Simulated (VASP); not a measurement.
# Re (Fm-3m) in VASP: further runs

Aim: see how the results for Re move with the level of theory and the settings. Levels: PBEsol, PBE. Tasks: electric field gradients.

Everything below comes from runs of VASP 6.6.1. Logs are shortened: lines on timing, memory, paths and dates and some standing lists are left out, and cuts for length are marked.

## Step 1: The cell of the first run

It takes space group Fm-3m (No. 225, cubic). Conventional cell: a = 3.950 Å, b = 3.950 Å, c = 3.950 Å, α = 90.00°, β = 90.00°, γ = 90.00°. Re (site symmetry m-3m) has 12 Re at 2.79 Å within 3.7 Å.

This isn't the form of Re at room conditions, which is hcp.

## Step 2: Electric field gradients, PBEsol

Contents of INCAR:

```
  PREC = Accurate
  ENCUT = 520
  EDIFF = 1E-8
  ISMEAR = -1
  SIGMA = 0.05
  LREAL = False
  LASPH = True
  NELM = 100
  ALGO = Normal
  ISIF = 2
  LWAVE = False
  LCHARG = False
  GGA = PS
  LEFG = True
  NBANDS = 10
```

Contents of KPOINTS:

```
Automatic mesh
0
Gamma
  14 14 14
```

Contents of POSCAR:

```
Re
1.0
    0.0000000000      1.9750000000      1.9750000000
    1.9750000000      0.0000000000      1.9750000000
    1.9750000000      1.9750000000      0.0000000000
Re
1
Direct
    0.0000000000      0.0000000000      0.0000000000
```

Potentials or basis: VASP PAW PBE potentials, release 64 (Re).

On the command line:

```console
> cat potpaw_PBE.64/Re/POTCAR > POTCAR
> mpirun -np 1 vasp_std > vasp.out
```

OUTCAR:

```text
PREC = Accurate
   ENCUT = 520
   EDIFF = 1E-8
   ISMEAR = -1
   LREAL = False
   LASPH = True
   NELM = 100
   ISIF = 2
   GGA = PS

 ion  position               nearest neighbor table
   1  0.000  0.000  0.000-

  LATTYP: Found a face centered cubic cell.
 ALAT       =     3.9500000000

  Lattice vectors:

 A1 = (   0.0000000000,   1.9750000000,   1.9750000000)
 A2 = (   1.9750000000,   0.0000000000,   1.9750000000)
 A3 = (   1.9750000000,   1.9750000000,   0.0000000000)

Analysis of symmetry for initial positions (statically):
=====================================================================
 Subroutine PRICEL returns:
 Original cell was already a primitive cell.

 Routine SETGRP: Setting up the symmetry group for a
 face centered cubic supercell.

 Subroutine GETGRP returns: Found 48 space group operations
 (whereof 48 operations were pure point group operations)
 out of a pool of 48 trial point group operations.

The static configuration has the point symmetry O_h .

Analysis of symmetry for dynamics (positions and initial velocities):
=====================================================================
 Subroutine PRICEL returns:
 Original cell was already a primitive cell.

 Routine SETGRP: Setting up the symmetry group for a
 face centered cubic supercell.

 Subroutine GETGRP returns: Found 48 space group operations
 (whereof 48 operations were pure point group operations)
 out of a pool of 48 trial point group operations.

The dynamic configuration has the point symmetry O_h .

 Subroutine INISYM returns: Found 48 space group operations
 (whereof 48 operations are pure point group operations),
 and found     1 'primitive' translations

----------------------------------------------------------------------------------------

                                     Primitive cell

  volume of cell :      15.4075

  direct lattice vectors                    reciprocal lattice vectors
     0.000000000  1.975000000  1.975000000    -0.253164557  0.253164557  0.253164557
     1.975000000  0.000000000  1.975000000     0.253164557 -0.253164557  0.253164557
     1.975000000  1.975000000  0.000000000     0.253164557  0.253164557 -0.253164557

  length of vectors
     2.793071786  2.793071786  2.793071786     0.438493875  0.438493875  0.438493875

  position of ions in fractional coordinates (direct lattice)
     0.000000000  0.000000000  0.000000000

  ion indices of the primitive-cell ions
   primitive index   ion index
                 1           1

----------------------------------------------------------------------------------------

 KPOINTS: Automatic mesh

Automatic generation of k-mesh.
 Grid dimensions read from file:
 generate k-points for:   14   14   14

 Generating k-lattice:

  Cartesian coordinates                     Fractional coordinates (reciprocal lattice)
    -0.018083183  0.018083183  0.018083183     0.071428571  0.000000000  0.000000000
     0.018083183 -0.018083183  0.018083183     0.000000000  0.071428571  0.000000000
     0.018083183  0.018083183 -0.018083183     0.000000000  0.000000000  0.071428571

  Length of vectors
     0.031320991  0.031320991  0.031320991

  Shift w.r.t. Gamma in fractional coordinates (k-lattice)
     0.000000000  0.000000000  0.000000000

 Subroutine IBZKPT returns following result:
 ===========================================

 Found    104 irreducible k-points:

 Following reciprocal coordinates:
            Coordinates               Weight
  0.000000  0.000000  0.000000      1.000000
  0.071429  0.000000  0.000000      8.000000
  0.142857  0.000000  0.000000      8.000000
  0.214286  0.000000  0.000000      8.000000
  0.285714  0.000000  0.000000      8.000000
  0.357143  0.000000  0.000000      8.000000
[... 16 lines left out ...]
  0.214286  0.142857  0.000000     24.000000
  0.285714  0.142857  0.000000     24.000000
 [... further k-points ...]
   k-points           NKPTS =    104   k-points in BZ     NKDIM =    104   number of bands    NBANDS=     10
   number of dos      NEDOS =    301   number of ions     NIONS =      1
   total plane-waves  NPLWV =  13824
   dimension x,y,z NGX =    24 NGY =   24 NGZ =   24
   dimension x,y,z NGXF=    48 NGYF=   48 NGZF=   48
   ions per type =               1
   NGX,Y,Z   is equivalent  to a cutoff of  14.28, 14.28, 14.28 a.u.
   NGXF,Y,Z  is equivalent  to a cutoff of  28.57, 28.57, 28.57 a.u.
 SYSTEM =  unknown system
   PREC   = accura    normal or accurate (medium, high low for compatibility)
   ISTART =      0    job   : 0-new  1-cont  2-samecut
   ICHARG =      2    charge: 1-file 2-atom 10-const
   ISPIN  =      1    spin polarized calculation?
   LNONCOLLINEAR =      F non collinear calculations
   LSORBIT =      F    spin-orbit coupling
   LASPH  =      T    aspherical Exc in radial PAW
   ENCUT  =  520.0 eV  38.22 Ry    6.18 a.u.   5.19  5.19  5.19*2*pi/ulx,y,z
   NELM   =    100;   NELMIN=  2; NELMDL= -5     # of ELM steps
   EDIFF  = 0.1E-07   stopping-criterion for ELM
   LREAL  =      F    real-space projection
   EDIFFG = 0.1E-06   stopping-criterion for IOM
   NSW    =      0    number of steps for IOM
   IBRION =     -1    ionic relax: 0-MD 1-quasi-New 2-CG
   NFREE  =      0    steps in history (QN), initial steepest desc. (CG)
   ISIF   =      2    stress and relaxation
   ISYM   =      2    0-nonsym 1-usesym 2-fastsym
   POTIM  = 0.5000    time-step for ionic-motion
   TEBEG  =    0.0;   TEEND  =   0.0 temperature during run
   PSTRESS=    0.0 pullay stress
   NELECT =       7.0000    total number of electrons
   NUPDOWN=      -1.0000    fix difference up-down
   EMIN   =  10.00;   EMAX   =-10.00  energy-range for DOS
   EFERMI =   0.00;   METHOD = LEGACY
   ISMEAR =    -1;   SIGMA  =   0.05  broadening in eV -4-tet -1-fermi 0-gaus
   EFERMI_NEDOS =   21; number of points for ismear=-14 and -15
   IALGO  =     38    algorithm
   IMIX   =      4    mixing-type and parameters
     AMIX     =   0.40;   BMIX     =  1.00
     AMIX_MAG =   1.60;   BMIX_MAG =  1.00
  volume/ion in A,a.u.               =      15.41       103.97
  Fermi-wavevector in a.u.,A,eV,Ry     =   1.258531  2.378278 21.550255  1.583899
  Thomas-Fermi vector in A             =   2.392135
   LORBIT       =      0    0 simple, 1 ext, 2 COOP (PROOUT), +10 PAW based schemes
   GGA     = PS    functional components
   LHFCALC =     F    Hartree Fock is set to
   AEXX    =    0.0000 exact exchange contribution
   IVDW    =     0    specifies the selected vdW correction
   LEPSILON=     F    determine dielectric tensor
   LRPA    =     F    only Hartree local field effects (RPA)
 non-spin polarized calculation
  energy-cutoff  :      520.00
  volume of cell :       15.41
 maximum number of plane-waves:       428
 NGX is ok and might be reduce to    24
   NGX = 11   NGY = 11   NGZ = 11

 number of electron       7.0000000 magnetization

 Free energy of the ion-electron system (eV)
  ---------------------------------------------------
  ext. energy  EPLUGINS =         0.00000000
  ---------------------------------------------------
  free energy    TOTEN  =       -13.25074461 eV

  energy without entropy =      -13.24086232  energy(sigma->0) =      -13.24580347

 E-fermi :   7.4079     XC(G=0): -13.5690

 val. band max:        7.3896485474   @ k =  -0.4286   0.4286   0.0714
 cond. band min:       7.4348016137   @ k =  -0.1429   0.1429   0.0000
 fundamental gap:      0.0451530663
 Fermi energy:         7.4079371854

 k-point     1 :       0.0000    0.0000    0.0000
  band No.  band energies     occupation
      1      -2.4172      2.00000
      2       5.6261      2.00000
      3       5.6261      2.00000
      4       5.6261      2.00000
      5       8.5977      0.00000
      6       8.5977      0.00000
      7      21.3269      0.00000
      8      26.6949      0.00000
      9      26.6949      0.00000
     10      26.6949      0.00000

 k-point     2 :       0.0714    0.0000    0.0000
  band No.  band energies     occupation
      1      -2.1924      2.00000
      2       5.4769      2.00000
      3       5.7300      2.00000
      4       5.7300      2.00000
      5       8.5174      0.00000
      6       8.5174      0.00000
      7      21.7580      0.00000
      8      25.5946      0.00000
      9      27.1011      0.00000
     10      27.1011      0.00000

 k-point     3 :       0.1429    0.0000    0.0000
  band No.  band energies     occupation
      1      -1.5572      2.00000
      2       5.1291      2.00000
      3       5.9692      2.00000
      4       5.9692      2.00000
      5       8.3853      0.00000
      6       8.3853      0.00000
      7      22.7789      0.00000
      8      23.9298      0.00000
      9      28.2579      0.00000
     10      28.2579      0.00000

 k-point     4 :       0.2143    0.0000    0.0000
  band No.  band energies     occupation
      1      -0.6531      2.00000
      2       4.8369      2.00000
      3       6.1077      2.00000
      4       6.1077      2.00000
      5       8.5090      0.00000
      6       8.5090      0.00000
      7      21.9083      0.00000
      8      24.4203      0.00000
      9      29.9949      0.00000
     10      29.9949      0.00000
[... 222 lines left out ...]
 k-point    22 :       0.1429    0.1429    0.0000
  band No.  band energies     occupation
      1      -1.2644      2.00000
      2       4.6733      2.00000
      3       6.3432      2.00000
      4       6.3432      2.00000
      5       7.4407      0.68317
      6       8.9802      0.00000
      7      23.5077      0.00000
      8      25.1373      0.00000
      9      27.1644      0.00000
     10      27.1644      0.00000

 k-point    23 :       0.2143    0.1429    0.0000
  band No.  band energies     occupation
      1      -0.5638      2.00000
      2       4.2804      2.00000
      3       6.4252      2.00000
      4       6.6770      2.00000
      5       7.3432      1.57005
      6       9.1957      0.00000
      7      24.0846      0.00000
      8      24.7644      0.00000
      9      27.4289      0.00000
     10      27.9573      0.00000

 k-point    24 :       0.2857    0.1429    0.0000
  band No.  band energies     occupation
      1       0.3338      2.00000
      2       4.0363      2.00000
      3       5.8951      2.00000
      4       6.7943      1.99999
      5       8.1792      0.00000
      6       9.6445      0.00000
      7      22.5157      0.00000
      8      25.5791      0.00000
      9      27.6545      0.00000
     10      28.2991      0.00000

 [... further k-points ...]

------------------------ aborting loop because EDIFF is reached ----------------------------------------

  FORCE on cell =-STRESS in cart. coord.  units (eV):
  Direction    XX          YY          ZZ          XY          YZ          ZX
  --------------------------------------------------------------------------------------
  -------------------------------------------------------------------------------------
  Total       -1.8216629     -1.8216629     -1.8216629      0.0000000     -0.0000000     -0.0000000
  in kB     -189.4293680   -189.4293680   -189.4293680      0.0000000     -0.0000000     -0.0000000
  external PRESSURE =    -189.4293680 kB  Pullay stress =       0.0000000 kB

 VOLUME and BASIS-vectors are now :
 -----------------------------------------------------------------------------
  energy-cutoff  :      520.00
  volume of cell :       15.41
      direct lattice vectors                 reciprocal lattice vectors
     0.000000000  1.975000000  1.975000000    -0.253164557  0.253164557  0.253164557
     1.975000000  0.000000000  1.975000000     0.253164557 -0.253164557  0.253164557
     1.975000000  1.975000000  0.000000000     0.253164557  0.253164557 -0.253164557

 POSITION                                       TOTAL-FORCE (eV/Angst)
 -----------------------------------------------------------------------------------
      0.00000      0.00000      0.00000        -0.000000      0.000000      0.000000
 -----------------------------------------------------------------------------------
    total drift:                               -0.000000      0.000000     -0.000000

  FREE ENERGIE OF THE ION-ELECTRON SYSTEM (eV)
  ---------------------------------------------------
  free  energy   TOTEN  =       -13.2507446107 eV

  energy  without entropy=      -13.2408623238  energy(sigma->0) =      -13.24580347

 Electric field gradients (V/A^2)
---------------------------------------------------------------------
 ion       V_xx      V_yy      V_zz      V_xy      V_xz      V_yz
---------------------------------------------------------------------
   1      -0.000    -0.000     0.000     0.000     0.000     0.000
---------------------------------------------------------------------

 Electric field gradients after diagonalization (V/A^2)
 (convention: |V_zz| > |V_xx| > |V_yy|)
----------------------------------------------------------------------
 ion       V_xx      V_yy      V_zz     asymmetry (V_yy - V_xx)/ V_zz
----------------------------------------------------------------------
   1      -0.000    -0.000     0.000       0.000
----------------------------------------------------------------------

           NMR quadrupolar parameters

 Cq : quadrupolar parameter    Cq=e*Q*V_zz/h
 eta: asymmetry parameters     (V_yy - V_xx)/ V_zz
 Q  : nuclear electric quadrupole moment in mb (millibarn)
----------------------------------------------------------------------
 ion       Cq(MHz)       eta       Q (mb)
----------------------------------------------------------------------
   1       0.000       0.000       1.000
----------------------------------------------------------------------
```

Wall time 15 s (1 thread of Intel Xeon Platinum 8259CL at 2.50GHz (Skylake/Cascade Lake), shared host); peak memory 0.15 GiB.

What came out:

| Quantity | Value |
| --- | --- |
| Free energy | -13.2507 eV |
| Pressure | -18.9 GPa |
| Band gap on the k mesh | zero (an odd number of electrons rules out a gap without spin polarisation) |
| Largest electric field gradient by atom | zero within the noise of the run |

Caveat: the cell stands under tension; the PAW data sets were made with another functional, which shifts forces and pressure a little; spin-orbit coupling is left out, which moves the levels of the heavy elements.

(Continued in part 2 of 2.)
